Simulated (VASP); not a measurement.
Write the native input for VASP 6.6.1 that does the following.

```
Task                   : single point
Functional             : r2SCAN
Potentials or basis    : VASP PAW PBE potentials, release 64 (W_sv, Se)
Cutoff                 : 520 eV
k mesh                 : 12 × 12 × 2
Occupations            : gaussian, width 0.02 eV
Spin                   : no spin polarisation
Dipole correction      : no
Further INCAR settings : ALGO = Normal; EDIFF = 1e-06; NBANDS = 35
```

The system is WSe2.

```
W Se
1.0
     3.24881    0.00000    0.00000
    -1.62441    2.81355    0.00000
     0.00000    0.00000   13.85810
W Se
2 4
Direct
  0.66667 0.33333 0.75000
  0.33333 0.66667 0.25000
  0.33333 0.66667 0.87164
  0.66667 0.33333 0.37164
  0.33333 0.66667 0.62836
  0.66667 0.33333 0.12836
```

This cell differs from its parent crystal: biaxial strain in the a-b plane: -2.0 %, then relaxed in part.

These files were run (other wordings do the same):

POSCAR

```
WSe2
1.0
    3.2488133234      0.0000000000      0.0000000000
   -1.6244066617      2.8135548702      0.0000000000
    0.0000000000      0.0000000000     13.8580994609
W Se
2 4
Direct
    0.6666666667      0.3333333333      0.7500000000
    0.3333333333      0.6666666667      0.2500000000
    0.3333333333      0.6666666667      0.8716422373
    0.6666666667      0.3333333333      0.3716422373
    0.3333333333      0.6666666667      0.6283577627
    0.6666666667      0.3333333333      0.1283577627
```

INCAR.step1

```
PREC = Accurate ; ENCUT = 520
ISMEAR = 0 ; SIGMA = 0.02
LREAL = F ; LASPH = T
NELM = 60 ; NBANDS = 35
GGA = PE ; ALGO = Normal
EDIFF = 1E-4 ; LWAVE = T
LCHARG = F
```

INCAR.step2

```
PREC = Accurate ; ENCUT = 520
EDIFF = 1E-6 ; ISMEAR = 0
SIGMA = 0.02 ; LREAL = F
LASPH = T ; NELM = 60
ALGO = Normal ; ISIF = 2
LWAVE = F ; LCHARG = F
METAGGA = R2SCAN ; LMIXTAU = T
NBANDS = 35 ; ISTART = 1
```

KPOINTS

```
Automatic mesh
0
Gamma
  12 12 2
```

Potentials or basis: VASP PAW PBE potentials, release 64 (W_sv, Se).

Run with:

```sh
$ cat potpaw_PBE.64/W_sv/POTCAR potpaw_PBE.64/Se/POTCAR > POTCAR
$ cp INCAR.step1 INCAR
$ mpirun -np 1 vasp_std > vasp.out
$ cp INCAR.step2 INCAR
$ mpirun -np 1 vasp_std > vasp.out
```

It gave:

The pressure is 3.6 GPa and the largest force is 0.050 eV/Å. The band gap on the k mesh is 1.39 eV (least direct gap 1.86 eV).

Caveat: the cell differs from its parent crystal (biaxial strain in the a-b plane: -2.0 %, then relaxed in part); the cell stands under pressure; the PAW data sets were made with another functional, which shifts forces and pressure a little; spin-orbit coupling is left out, which moves the levels of the heavy elements.

Run time: 6.8 min on 1 thread of Intel(R) Xeon(R) Platinum 8259CL CPU @ 2.50GHz (Skylake/Cascade Lake), on a shared host, peak memory 0.34 GiB.
